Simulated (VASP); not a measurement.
# La (P6_3/mmc) in VASP: a series of runs

Runs on La. Level: r2SCAN. Tasks: single point.

Program: VASP 6.6.1. These are calculated values, not measurements. Logs are shortened: lines on timing, memory, paths and dates and some standing lists are left out, and cuts for length are marked.

### 1 The cell of the first run

It takes space group P6_3/mmc (No. 194, hexagonal). Conventional cell: a = 3.665 Å, b = 3.665 Å, c = 5.789 Å, α = 90.00°, β = 90.00°, γ = 120.00°. La (site symmetry -6m2) has 12 La at 3.59 to 3.67 Å within 4.7 Å.

### 2 Single point, r2SCAN (33.67 Å³/atom)

Contents of POSCAR:

```
La
1.0
    3.6652192320      0.0000000000      0.0000000000
   -1.8326096160      3.1741729653      0.0000000000
    0.0000000000      0.0000000000      5.7890041287
La
2
Direct
    0.3333333333      0.6666666667      0.2500000000
    0.6666666667      0.3333333333      0.7500000000
```

Contents of INCAR.step1:

```
PREC = Accurate
ENCUT = 520
ISMEAR = -1
SIGMA = 0.1
LREAL = False
LASPH = True
NELM = 80
NBANDS = 18
GGA = PE
ALGO = Normal
EDIFF = 1E-4
LWAVE = True
LCHARG = False
```

Contents of INCAR.step2:

```
PREC = Accurate
ENCUT = 520
EDIFF = 1E-6
ISMEAR = -1
SIGMA = 0.1
LREAL = False
LASPH = True
NELM = 80
ALGO = Normal
ISIF = 2
LWAVE = False
LCHARG = False
METAGGA = R2SCAN
LMIXTAU = True
NBANDS = 18
ISTART = 1
```

Contents of KPOINTS:

```
Automatic mesh
0
Gamma
  11 11 6
```

Potentials or basis: VASP PAW PBE potentials, release 64 (La).

Started as:

```
> cat potpaw_PBE.64/La/POTCAR > POTCAR
> cp INCAR.step1 INCAR
> mpirun -np 1 vasp_std > vasp.out
> cp INCAR.step2 INCAR
> mpirun -np 1 vasp_std > vasp.out
```

OUTCAR:

```text
PREC = Accurate
   ENCUT = 520
   EDIFF = 1E-6
   ISMEAR = -1
   LREAL = False
   LASPH = True
   NELM = 80
   ISIF = 2
   METAGGA = R2SCAN
   ISTART = 1

 ion  position               nearest neighbor table
   1  0.333  0.667  0.250-   2 3.59   2 3.59   2 3.59   2 3.59   2 3.59   2 3.59
   2  0.667  0.333  0.750-   1 3.59   1 3.59   1 3.59   1 3.59   1 3.59   1 3.59

  LATTYP: Found a hexagonal cell.
 ALAT       =     3.6652192320
 C/A-ratio  =     1.5794428006

  Lattice vectors:

 A1 = (   3.6652192320,   0.0000000000,   0.0000000000)
 A2 = (  -1.8326096160,   3.1741729653,   0.0000000000)
 A3 = (   0.0000000000,   0.0000000000,   5.7890041287)

Analysis of symmetry for initial positions (statically):
=====================================================================
 Subroutine PRICEL returns:
 Original cell was already a primitive cell.

 Routine SETGRP: Setting up the symmetry group for a
 hexagonal supercell.

 Subroutine GETGRP returns: Found 24 space group operations
 (whereof 12 operations were pure point group operations)
 out of a pool of 24 trial point group operations.

The static configuration has the point symmetry D_3d.
 The point group associated with its full space group is D_6h.

Analysis of symmetry for dynamics (positions and initial velocities):
=====================================================================
 Subroutine PRICEL returns:
 Original cell was already a primitive cell.

 Routine SETGRP: Setting up the symmetry group for a
 hexagonal supercell.

 Subroutine GETGRP returns: Found 24 space group operations
 (whereof 12 operations were pure point group operations)
 out of a pool of 24 trial point group operations.

The dynamic configuration has the point symmetry D_3d.
 The point group associated with its full space group is D_6h.

 Subroutine INISYM returns: Found 24 space group operations
 (whereof 12 operations are pure point group operations),
 and found     1 'primitive' translations

----------------------------------------------------------------------------------------

                                     Primitive cell

  volume of cell :      67.3495

  direct lattice vectors                    reciprocal lattice vectors
     3.665219232  0.000000000  0.000000000     0.272834976  0.157521347  0.000000000
    -1.832609616  3.174172965  0.000000000     0.000000000  0.315042693  0.000000000
     0.000000000  0.000000000  5.789004129     0.000000000  0.000000000  0.172741283

  length of vectors
     3.665219232  3.665219232  5.789004129     0.315042693  0.315042693  0.172741283

  position of ions in fractional coordinates (direct lattice)
     0.333333333  0.666666667  0.250000000
     0.666666667  0.333333333  0.750000000

  ion indices of the primitive-cell ions
   primitive index   ion index
                 1           1
                 2           2

----------------------------------------------------------------------------------------

 KPOINTS: Automatic mesh

Automatic generation of k-mesh.
 Grid dimensions read from file:
 generate k-points for:   11   11    6

 Generating k-lattice:

  Cartesian coordinates                     Fractional coordinates (reciprocal lattice)
     0.024803180  0.014320122  0.000000000     0.090909091  0.000000000  0.000000000
     0.000000000  0.028640245  0.000000000     0.000000000  0.090909091  0.000000000
     0.000000000  0.000000000  0.028790214     0.000000000  0.000000000  0.166666667

  Length of vectors
     0.028640245  0.028640245  0.028790214

  Shift w.r.t. Gamma in fractional coordinates (k-lattice)
     0.000000000  0.000000000  0.000000000

 Subroutine IBZKPT returns following result:
 ===========================================

 Found     64 irreducible k-points:

 Following reciprocal coordinates:
            Coordinates               Weight
  0.000000  0.000000  0.000000      1.000000
  0.090909  0.000000  0.000000      6.000000
  0.181818 -0.000000  0.000000      6.000000
  0.272727  0.000000  0.000000      6.000000
  0.363636  0.000000  0.000000      6.000000
  0.454545  0.000000  0.000000      6.000000
[... 16 lines left out ...]
  0.090909  0.090909  0.166667     12.000000
  0.181818  0.090909  0.166667     24.000000
 [... further k-points ...]
   k-points           NKPTS =     64   k-points in BZ     NKDIM =     64   number of bands    NBANDS=     18
   number of dos      NEDOS =    301   number of ions     NIONS =      2
   total plane-waves  NPLWV =  37632
   dimension x,y,z NGX =    28 NGY =   28 NGZ =   48
   dimension x,y,z NGXF=    56 NGYF=   56 NGZF=   96
   ions per type =               2
   NGX,Y,Z   is equivalent  to a cutoff of  12.70, 12.70, 13.78 a.u.
   NGXF,Y,Z  is equivalent  to a cutoff of  25.40, 25.40, 27.57 a.u.
 SYSTEM =  unknown system
   PREC   = accura    normal or accurate (medium, high low for compatibility)
   ISTART =      1    job   : 0-new  1-cont  2-samecut
   ICHARG =      0    charge: 1-file 2-atom 10-const
   ISPIN  =      1    spin polarized calculation?
   LNONCOLLINEAR =      F non collinear calculations
   LSORBIT =      F    spin-orbit coupling
   LASPH  =      T    aspherical Exc in radial PAW
   ENCUT  =  520.0 eV  38.22 Ry    6.18 a.u.   6.81  6.81 10.76*2*pi/ulx,y,z
   NELM   =     80;   NELMIN=  2; NELMDL=  0     # of ELM steps
   EDIFF  = 0.1E-05   stopping-criterion for ELM
   LREAL  =      F    real-space projection
   EDIFFG = 0.1E-04   stopping-criterion for IOM
   NSW    =      0    number of steps for IOM
   IBRION =     -1    ionic relax: 0-MD 1-quasi-New 2-CG
   NFREE  =      0    steps in history (QN), initial steepest desc. (CG)
   ISIF   =      2    stress and relaxation
   ISYM   =      2    0-nonsym 1-usesym 2-fastsym
   POTIM  = 0.5000    time-step for ionic-motion
   TEBEG  =    0.0;   TEEND  =   0.0 temperature during run
   PSTRESS=    0.0 pullay stress
   NELECT =      22.0000    total number of electrons
   NUPDOWN=      -1.0000    fix difference up-down
   EMIN   =  10.00;   EMAX   =-10.00  energy-range for DOS
   EFERMI =   0.00;   METHOD = LEGACY
   ISMEAR =    -1;   SIGMA  =   0.10  broadening in eV -4-tet -1-fermi 0-gaus
   EFERMI_NEDOS =   21; number of points for ismear=-14 and -15
   IALGO  =     38    algorithm
   IMIX   =      4    mixing-type and parameters
     AMIX     =   0.40;   BMIX     =  1.00
     AMIX_MAG =   1.60;   BMIX_MAG =  1.00
  volume/ion in A,a.u.               =      33.67       227.25
  Fermi-wavevector in a.u.,A,eV,Ry     =   1.127468  2.130606 17.295512  1.271184
  Thomas-Fermi vector in A             =   2.264154
   LORBIT       =      0    0 simple, 1 ext, 2 COOP (PROOUT), +10 PAW based schemes
   METAGGA = R2SCAN    functional components
   LHFCALC =     F    Hartree Fock is set to
   AEXX    =    0.0000 exact exchange contribution
   IVDW    =     0    specifies the selected vdW correction
   LEPSILON=     F    determine dielectric tensor
   LRPA    =     F    only Hartree local field effects (RPA)
 non-spin polarized calculation
  energy-cutoff  :      520.00
  volume of cell :       67.35
 maximum number of plane-waves:      1846
 NGX is ok and might be reduce to    28
   NGX = 13   NGY = 13   NGZ = 21

 number of electron      22.0000000 magnetization

 Free energy of the ion-electron system (eV)
  ---------------------------------------------------
  ext. energy  EPLUGINS =         0.00000000
  ---------------------------------------------------
  free energy    TOTEN  =       -59.39475800 eV

  energy without entropy =      -59.28852037  energy(sigma->0) =      -59.34163919

 E-fermi :   8.9571     XC(G=0): -10.6582

 val. band max:        8.9500220679   @ k =   0.3636   0.2727   0.0000
 cond. band min:       8.9771620096   @ k =   0.2727   0.2727   0.5000
 fundamental gap:      0.0271399417
 Fermi energy:         8.9570825000

 k-point     1 :       0.0000    0.0000    0.0000
  band No.  band energies     occupation
      1     -25.0057      2.00000
      2     -24.6552      2.00000
      3      -9.2248      2.00000
      4      -7.5809      2.00000
      5      -7.5809      2.00000
      6      -7.3066      2.00000
[... 10 lines left out ...]
     17      11.0526      0.00000
     18      11.1342      0.00000

 k-point     2 :       0.0909    0.0000    0.0000
  band No.  band energies     occupation
      1     -24.9857      2.00000
      2     -24.6471      2.00000
      3      -9.1781      2.00000
      4      -7.7001      2.00000
      5      -7.6195      2.00000
      6      -7.4277      2.00000
[... 10 lines left out ...]
     17      10.9803      0.00000
     18      11.0448      0.00000

 k-point     3 :       0.1818   -0.0000    0.0000
  band No.  band energies     occupation
      1     -24.9302      2.00000
      2     -24.6264      2.00000
      3      -9.0440      2.00000
      4      -8.0122      2.00000
      5      -7.7331      2.00000
      6      -7.7161      2.00000
[... 10 lines left out ...]
     17      11.1711      0.00000
     18      11.1769      0.00000

 k-point     4 :       0.2727    0.0000    0.0000
  band No.  band energies     occupation
      1     -24.8522      2.00000
      2     -24.6031      2.00000
      3      -8.8418      2.00000
      4      -8.4043      2.00000
      5      -8.0989      2.00000
      6      -7.8327      2.00000
[... 10 lines left out ...]
     17      11.2887      0.00000
     18      11.3048      0.00000

 k-point     5 :       0.3636    0.0000    0.0000
  band No.  band energies     occupation
      1     -24.7715      2.00000
      2     -24.5893      2.00000
      3      -8.7478      2.00000
      4      -8.6076      2.00000
      5      -8.4099      2.00000
      6      -7.9330      2.00000
[... 10 lines left out ...]
     17      11.2466      0.00000
     18      11.3794      0.00000

 k-point     6 :       0.4545    0.0000    0.0000
  band No.  band energies     occupation
      1     -24.7144      2.00000
      2     -24.5896      2.00000
      3      -8.9448      2.00000
      4      -8.5859      2.00000
      5      -8.4160      2.00000
      6      -7.9901      2.00000
[... 10 lines left out ...]
     17      11.3226      0.00000
     18      11.3858      0.00000

 k-point     7 :       0.0909    0.0909    0.0000
  band No.  band energies     occupation
      1     -24.9479      2.00000
      2     -24.6327      2.00000
      3      -9.0876      2.00000
      4      -7.8856      2.00000
      5      -7.7683      2.00000
      6      -7.5695      2.00000
[... 10 lines left out ...]
     17      11.1408      0.00000
     18      11.1812      0.00000

 k-point     8 :       0.1818    0.0909    0.0000
  band No.  band energies     occupation
      1     -24.8810      2.00000
      2     -24.6107      2.00000
      3      -8.9188      2.00000
      4      -8.2094      2.00000
      5      -8.0443      2.00000
      6      -7.7384      2.00000
[... 10 lines left out ...]
     17      11.1676      0.00000
     18      11.3283      0.00000
[... 229 lines left out ...]
     17      11.1472      0.00000
     18      11.2556      0.00000

 k-point    20 :       0.2727    0.0000    0.1667
  band No.  band energies     occupation
      1     -24.8360      2.00000
      2     -24.6203      2.00000
      3      -8.8441      2.00000
      4      -8.3227      2.00000
      5      -8.1613      2.00000
      6      -7.8058      2.00000
[... 10 lines left out ...]
     17      11.1547      0.00000
     18      11.2685      0.00000

 k-point    21 :       0.3636    0.0000    0.1667
  band No.  band energies     occupation
      1     -24.7595      2.00000
      2     -24.6017      2.00000
      3      -8.8892      2.00000
      4      -8.5516      2.00000
      5      -8.3292      2.00000
      6      -7.9033      2.00000
[... 10 lines left out ...]
     17      11.2567      0.00000
     18      11.3367      0.00000

 k-point    22 :       0.4545    0.0000    0.1667
  band No.  band energies     occupation
      1     -24.7060      2.00000
      2     -24.5979      2.00000
      3      -9.0262      2.00000
      4      -8.7008      2.00000
      5      -8.2489      2.00000
      6      -7.9590      2.00000
[... 10 lines left out ...]
     17      11.3261      0.00000
     18      11.4107      0.00000

 k-point    23 :       0.0909    0.0909    0.1667
  band No.  band energies     occupation
      1     -24.9276      2.00000
      2     -24.6547      2.00000
      3      -8.9951      2.00000
      4      -7.8505      2.00000
      5      -7.7927      2.00000
      6      -7.6231      2.00000
[... 10 lines left out ...]
     17      11.1760      0.00000
     18      11.2576      0.00000

 k-point    24 :       0.1818    0.0909    0.1667
  band No.  band energies     occupation
      1     -24.8635      2.00000
      2     -24.6295      2.00000
      3      -8.8761      2.00000
      4      -8.1683      2.00000
      5      -8.0692      2.00000
      6      -7.7597      2.00000
[... 10 lines left out ...]
     17      11.2124      0.00000
     18      11.2581      0.00000

 [... further k-points ...]

------------------------ aborting loop because EDIFF is reached ----------------------------------------

  FORCE on cell =-STRESS in cart. coord.  units (eV):
  Direction    XX          YY          ZZ          XY          YZ          ZX
  --------------------------------------------------------------------------------------
  -------------------------------------------------------------------------------------
  Total        1.3781454      1.3781454      1.5292472      0.0000000     -0.0000000      0.0000000
  in kB       32.7847003     32.7847003     36.3792613      0.0000000     -0.0000000      0.0000000
  external PRESSURE =      33.9828873 kB  Pullay stress =       0.0000000 kB

 VOLUME and BASIS-vectors are now :
 -----------------------------------------------------------------------------
  energy-cutoff  :      520.00
  volume of cell :       67.35
      direct lattice vectors                 reciprocal lattice vectors
     3.665219232  0.000000000  0.000000000     0.272834976  0.157521347  0.000000000
    -1.832609616  3.174172965  0.000000000     0.000000000  0.315042693  0.000000000
     0.000000000  0.000000000  5.789004129     0.000000000  0.000000000  0.172741283

 POSITION                                       TOTAL-FORCE (eV/Angst)
 -----------------------------------------------------------------------------------
     -0.00000      2.11612      1.44725         0.000000      0.000000      0.000000
      1.83261      1.05806      4.34175        -0.000000     -0.000000      0.000000
 -----------------------------------------------------------------------------------
    total drift:                               -0.000000      0.000000     -0.000000

  FREE ENERGIE OF THE ION-ELECTRON SYSTEM (eV)
  ---------------------------------------------------
  free  energy   TOTEN  =       -59.3947580050 eV

  energy  without entropy=      -59.2885203722  energy(sigma->0) =      -59.34163919
```

Wall time 6.7 min (1 thread of Intel Xeon Platinum 8488C (Sapphire Rapids), shared host); peak memory 0.24 GiB.

Results:

```yaml
Free_energy: -59.3948 eV
Pressure: 3.4 GPa
Band_gap_on_the_k_mesh: zero (bands 11 and 12 overlap by 1.87 eV)
```

Caveat: the cell stands under pressure; the PAW data sets were made with another functional, which shifts forces and pressure a little; spin-orbit coupling is left out, which moves the levels of the heavy elements.

(Continued in part 2 of 2.)
